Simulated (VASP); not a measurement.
# Rb (I4/mmm) in VASP: further runs

Runs on Rb. Level: LDA. Tasks: single point.

Program: VASP 6.6.1. These are calculated values, not measurements. Logs are shortened: lines on timing, memory, paths and dates and some standing lists are left out, and cuts for length are marked.

## (1) The cell of the first run

Symmetry: I4/mmm, No. 139, tetragonal system. The conventional cell has a = 5.909 Å, b = 5.909 Å, c = 5.462 Å, α = 90.00°, β = 90.00°, γ = 90.00°.

## (2) Single point, LDA

INCAR reads:

```
ALGO = Normal
EDIFF = 1E-7
ENCUT = 520
ISIF = 2
ISMEAR = 1
LASPH = True
LCHARG = False
LREAL = False
LWAVE = False
NBANDS = 10
NELM = 60
PREC = Accurate
SIGMA = 0.01
```

KPOINTS reads:

```
k-points
0
Gamma
  6 6 6
```

POSCAR reads:

```
Rb
1.0
    4.9915728658      0.0000000877      0.0000001603
   -2.0035304168      4.5718339366      0.0000001603
   -1.4940213587     -2.2859172174      4.1783109422
Rb
1
Direct
    0.0000000000      0.0000000000      0.0000000000
```

Potentials or basis: VASP PAW LDA potentials, release 64 (Rb_sv).

Started as:

```bash
$ cat potpaw_LDA.64/Rb_sv/POTCAR > POTCAR
$ mpirun -np 1 vasp_std > vasp.out
```

OUTCAR:

```text
EDIFF = 1E-7
   ENCUT = 520
   ISIF = 2
   ISMEAR = 1
   LASPH = True
   LREAL = False
   NELM = 60
   PREC = Accurate

 ion  position               nearest neighbor table
   1  0.000  0.000  0.000-

  LATTYP: Found a body centered tetragonal cell.
 ALAT       =     5.9090242290
 C/A-ratio  =     0.9242965287

  Lattice vectors:

 A1 = (   4.9915728658,   0.0000000877,   0.0000001603)
 A2 = (  -2.0035304168,   4.5718339366,   0.0000001603)
 A3 = (  -1.4940213587,  -2.2859172174,   4.1783109422)

Analysis of symmetry for initial positions (statically):
=====================================================================
 Subroutine PRICEL returns:
 Original cell was already a primitive cell.

 Routine SETGRP: Setting up the symmetry group for a
 body centered tetragonal supercell.

 Subroutine GETGRP returns: Found 16 space group operations
 (whereof 16 operations were pure point group operations)
 out of a pool of 16 trial point group operations.

The static configuration has the point symmetry D_4h.

Analysis of symmetry for dynamics (positions and initial velocities):
=====================================================================
 Subroutine PRICEL returns:
 Original cell was already a primitive cell.

 Routine SETGRP: Setting up the symmetry group for a
 body centered tetragonal supercell.

 Subroutine GETGRP returns: Found 16 space group operations
 (whereof 16 operations were pure point group operations)
 out of a pool of 16 trial point group operations.

The dynamic configuration has the point symmetry D_4h.

 Subroutine INISYM returns: Found 16 space group operations
 (whereof 16 operations are pure point group operations),
 and found     1 'primitive' translations

----------------------------------------------------------------------------------------

                                     Primitive cell

  volume of cell :      95.3517

  direct lattice vectors                    reciprocal lattice vectors
     4.991572866  0.000000088  0.000000160     0.200337649  0.087794649  0.119665586
    -2.003530417  4.571833937  0.000000160    -0.000000008  0.218730597  0.119665586
    -1.494021359 -2.285917217  4.178310942    -0.000000008 -0.000000012  0.239331150

  length of vectors
     4.991572866  4.991572866  4.991572866     0.249324941  0.249324941  0.239331150

  position of ions in fractional coordinates (direct lattice)
     0.000000000  0.000000000  0.000000000

  ion indices of the primitive-cell ions
   primitive index   ion index
                 1           1

----------------------------------------------------------------------------------------

 KPOINTS: k-points

Automatic generation of k-mesh.
 Grid dimensions read from file:
 generate k-points for:    6    6    6

 Generating k-lattice:

  Cartesian coordinates                     Fractional coordinates (reciprocal lattice)
     0.033389608  0.014632441  0.019944264     0.166666667 -0.000000000 -0.000000000
    -0.000000001  0.036455099  0.019944264     0.000000000  0.166666667 -0.000000000
    -0.000000001 -0.000000002  0.039888525     0.000000000  0.000000000  0.166666667

  Length of vectors
     0.041554157  0.041554157  0.039888525

  Shift w.r.t. Gamma in fractional coordinates (k-lattice)
     0.000000000  0.000000000  0.000000000

 Subroutine IBZKPT returns following result:
 ===========================================

 Found     30 irreducible k-points:

 Following reciprocal coordinates:
            Coordinates               Weight
  0.000000  0.000000  0.000000      1.000000
  0.166667 -0.000000 -0.000000      8.000000
  0.333333 -0.000000  0.000000      8.000000
  0.500000  0.000000  0.000000      4.000000
  0.166667  0.166667 -0.000000      8.000000
  0.333333  0.166667 -0.000000     16.000000
[... 16 lines left out ...]
 -0.333333 -0.333333  0.166667      8.000000
 -0.166667 -0.333333  0.166667      8.000000
 [... further k-points ...]
   k-points           NKPTS =     30   k-points in BZ     NKDIM =     30   number of bands    NBANDS=     10
   number of dos      NEDOS =    301   number of ions     NIONS =      1
   total plane-waves  NPLWV =  64000
   dimension x,y,z NGX =    40 NGY =   40 NGZ =   40
   dimension x,y,z NGXF=    80 NGYF=   80 NGZF=   80
   ions per type =               1
   NGX,Y,Z   is equivalent  to a cutoff of  13.32, 13.32, 13.32 a.u.
   NGXF,Y,Z  is equivalent  to a cutoff of  26.64, 26.64, 26.64 a.u.
 SYSTEM =  unknown system
   PREC   = accura    normal or accurate (medium, high low for compatibility)
   ISTART =      0    job   : 0-new  1-cont  2-samecut
   ICHARG =      2    charge: 1-file 2-atom 10-const
   ISPIN  =      1    spin polarized calculation?
   LNONCOLLINEAR =      F non collinear calculations
   LSORBIT =      F    spin-orbit coupling
   LASPH  =      T    aspherical Exc in radial PAW
   ENCUT  =  520.0 eV  38.22 Ry    6.18 a.u.   9.28  9.28  9.28*2*pi/ulx,y,z
   NELM   =     60;   NELMIN=  2; NELMDL= -5     # of ELM steps
   EDIFF  = 0.1E-06   stopping-criterion for ELM
   LREAL  =      F    real-space projection
   EDIFFG = 0.1E-05   stopping-criterion for IOM
   NSW    =      0    number of steps for IOM
   IBRION =     -1    ionic relax: 0-MD 1-quasi-New 2-CG
   NFREE  =      0    steps in history (QN), initial steepest desc. (CG)
   ISIF   =      2    stress and relaxation
   ISYM   =      2    0-nonsym 1-usesym 2-fastsym
   POTIM  = 0.5000    time-step for ionic-motion
   TEBEG  =    0.0;   TEEND  =   0.0 temperature during run
   PSTRESS=    0.0 pullay stress
   NELECT =       9.0000    total number of electrons
   NUPDOWN=      -1.0000    fix difference up-down
   EMIN   =  10.00;   EMAX   =-10.00  energy-range for DOS
   EFERMI =   0.00;   METHOD = LEGACY
   ISMEAR =     1;   SIGMA  =   0.01  broadening in eV -4-tet -1-fermi 0-gaus
   EFERMI_NEDOS =   21; number of points for ismear=-14 and -15
   IALGO  =     38    algorithm
   IMIX   =      4    mixing-type and parameters
     AMIX     =   0.40;   BMIX     =  1.00
     AMIX_MAG =   1.60;   BMIX_MAG =  1.00
  volume/ion in A,a.u.               =      95.35       643.47
  Fermi-wavevector in a.u.,A,eV,Ry     =   0.745383  1.408570  7.559339  0.555596
  Thomas-Fermi vector in A             =   1.840957
   LORBIT       =      0    0 simple, 1 ext, 2 COOP (PROOUT), +10 PAW based schemes
   GGA     = CA    functional components
   LHFCALC =     F    Hartree Fock is set to
   AEXX    =    0.0000 exact exchange contribution
   IVDW    =     0    specifies the selected vdW correction
   LEPSILON=     F    determine dielectric tensor
   LRPA    =     F    only Hartree local field effects (RPA)
 non-spin polarized calculation
 Methfessel and Paxton  Order N= 1 SIGMA  =   0.01
  energy-cutoff  :      520.00
  volume of cell :       95.35
 maximum number of plane-waves:      2602
 NGX is ok and might be reduce to    40
   NGX = 19   NGY = 19   NGZ = 19

 number of electron       9.0000000 magnetization

 Free energy of the ion-electron system (eV)
  ---------------------------------------------------
  ext. energy  EPLUGINS =         0.00000000
  ---------------------------------------------------
  free energy    TOTEN  =        -1.01239423 eV

  energy without entropy =       -1.01221648  energy(sigma->0) =       -1.01233498

 E-fermi :  -0.2888     XC(G=0):  -5.5588

 val. band max:       -0.3529233868   @ k =   0.5000   0.3333   0.0000
 cond. band min:      -0.2865059673   @ k =   0.5000   0.1667   0.0000
 fundamental gap:      0.0664174195
 Fermi energy:        -0.2887859659

 k-point     1 :       0.0000    0.0000    0.0000
  band No.  band energies     occupation
      1     -29.1282      2.00000
      2     -13.2338      2.00000
      3     -13.2338      2.00000
      4     -13.2305      2.00000
      5      -2.2239      2.00000
      6       2.9856      0.00000
      7       3.3825      0.00000
      8       3.3825      0.00000
      9       3.8947      0.00000
     10       4.4352      0.00000

 k-point     2 :       0.1667   -0.0000   -0.0000
  band No.  band energies     occupation
      1     -29.1273      2.00000
      2     -13.2534      2.00000
      3     -13.2412      2.00000
      4     -13.2329      2.00000
      5      -1.9019      2.00000
      6       2.7765      0.00000
      7       2.7971      0.00000
      8       3.4816      0.00000
      9       3.9066      0.00000
     10       4.1417      0.00000

 k-point     3 :       0.3333   -0.0000    0.0000
  band No.  band energies     occupation
      1     -29.1255      2.00000
      2     -13.2952      2.00000
      3     -13.2559      2.00000
      4     -13.2344      2.00000
      5      -1.0161      2.00000
      6       1.5832      0.00000
      7       2.2910      0.00000
      8       4.0541      0.00000
      9       4.1920      0.00000
     10       4.2353      0.00000

 k-point     4 :       0.5000    0.0000    0.0000
  band No.  band energies     occupation
      1     -29.1246      2.00000
      2     -13.3157      2.00000
      3     -13.2632      2.00000
      4     -13.2352      2.00000
      5      -0.0307      0.00000
      6       0.5655      0.00000
      7       2.0958      0.00000
      8       3.7806      0.00000
      9       4.6801      0.00000
     10       4.8789      0.00000
[... 222 lines left out ...]
 k-point    22 :      -0.1667    0.5000    0.1667
  band No.  band energies     occupation
      1     -29.1240      2.00000
      2     -13.3092      2.00000
      3     -13.2719      2.00000
      4     -13.2491      2.00000
      5       0.2784      0.00000
      6       0.6706      0.00000
      7       2.2180      0.00000
      8       2.6752      0.00000
      9       4.3671      0.00000
     10       5.1963      0.00000

 k-point    23 :      -0.3333   -0.3333    0.1667
  band No.  band energies     occupation
      1     -29.1236      2.00000
      2     -13.2996      2.00000
      3     -13.2840      2.00000
      4     -13.2561      2.00000
      5       0.3843      0.00000
      6       1.0892      0.00000
      7       1.5684      0.00000
      8       3.0996      0.00000
      9       3.7256      0.00000
     10       4.7089      0.00000

 k-point    24 :      -0.1667   -0.3333    0.1667
  band No.  band energies     occupation
      1     -29.1247      2.00000
      2     -13.2936      2.00000
      3     -13.2638      2.00000
      4     -13.2515      2.00000
      5      -0.6447      2.00000
      6       1.6030      0.00000
      7       2.3693      0.00000
      8       2.8665      0.00000
      9       4.1984      0.00000
     10       4.3945      0.00000

 [... further k-points ...]
[... 5 lines left out ...]
  --------------------------------------------------------------------------------------
  -------------------------------------------------------------------------------------
  Total       -0.2833810     -0.3184074     -0.2572619     -0.0399633     -0.0000000     -0.0000000
  in kB       -4.7615967     -5.3501401     -4.3227233     -0.6714953     -0.0000001     -0.0000000
  external PRESSURE =      -4.8114867 kB  Pullay stress =       0.0000000 kB

 VOLUME and BASIS-vectors are now :
 -----------------------------------------------------------------------------
  energy-cutoff  :      520.00
  volume of cell :       95.35
      direct lattice vectors                 reciprocal lattice vectors
     4.991572866  0.000000088  0.000000160     0.200337649  0.087794649  0.119665586
    -2.003530417  4.571833937  0.000000160    -0.000000008  0.218730597  0.119665586
    -1.494021359 -2.285917217  4.178310942    -0.000000008 -0.000000012  0.239331150

 POSITION                                       TOTAL-FORCE (eV/Angst)
 -----------------------------------------------------------------------------------
      0.00000      0.00000      0.00000        -0.000000      0.000000      0.000000
 -----------------------------------------------------------------------------------
    total drift:                               -0.000000     -0.000000     -0.000000

  FREE ENERGIE OF THE ION-ELECTRON SYSTEM (eV)
  ---------------------------------------------------
  free  energy   TOTEN  =        -1.0123942308 eV

  energy  without entropy=       -1.0122164812  energy(sigma->0) =       -1.01233498
```

Wall time 21 s (1 thread of AMD EPYC 7R43 (Zen 3), shared host); peak memory 0.16 GiB.

Results:

* Free energy: -1.0124 eV
* Pressure: -0.5 GPa

## (3) Single point, LDA

INCAR reads:

```
SYSTEM = Rb
ALGO = Normal
EDIFF = 1E-7
ENCUT = 520
ISIF = 2
ISMEAR = 1
LASPH = .True.
LCHARG = .False.
LREAL = .False.
LWAVE = .False.
NBANDS = 10
NELM = 100
PREC = Accurate
SIGMA = 0.01
```

KPOINTS reads:

```
k-points
0
Gamma
  6 6 6
  0 0 0
```

POSCAR is that of step 2.

Potentials or basis: VASP PAW LDA potentials, release 64 (Rb_sv).

Started as:

```bash
$ cat potpaw_LDA.64/Rb_sv/POTCAR > POTCAR
$ mpirun -np 1 vasp_std > vasp.out
```

It took 23 s on 1 thread of AMD EPYC 7R43 (Zen 3), shared host; peak memory 0.16 GiB.

It converged, with:

```
Free energy : -1.0124 eV
Pressure    : -0.5 GPa
```

Stress tensor (GPa, compression positive):
```
-0.48 -0.07  0.00
-0.07 -0.54  0.00
 0.00  0.00 -0.43
```

Levels at points of the mesh, in eV from the Fermi level:
| k point | band 1 | band 2 | band 3 | band 4 | band 5 | band 6 | band 7 | band 8 | band 9 |
| --- | --- | --- | --- | --- | --- | --- | --- | --- | --- |
| (0.00, 0.00, 0.00) | -28.84 | -12.95 | -12.95 | -12.94 | -1.94 | 3.27 | 3.67 | 3.67 | 4.18 |
| (0.50, 0.00, 0.00) | -28.84 | -13.03 | -12.97 | -12.95 | 0.26 | 0.85 | 2.38 | 4.07 | 4.97 |
| (0.50, 0.50, 0.00) | -28.84 | -13.03 | -12.97 | -12.94 | 0.09 | 0.69 | 2.79 | 3.88 | 4.82 |
| (0.50, 0.50, 0.50) | -28.83 | -13.01 | -13.01 | -12.99 | 1.21 | 1.37 | 2.87 | 2.87 | 3.63 |
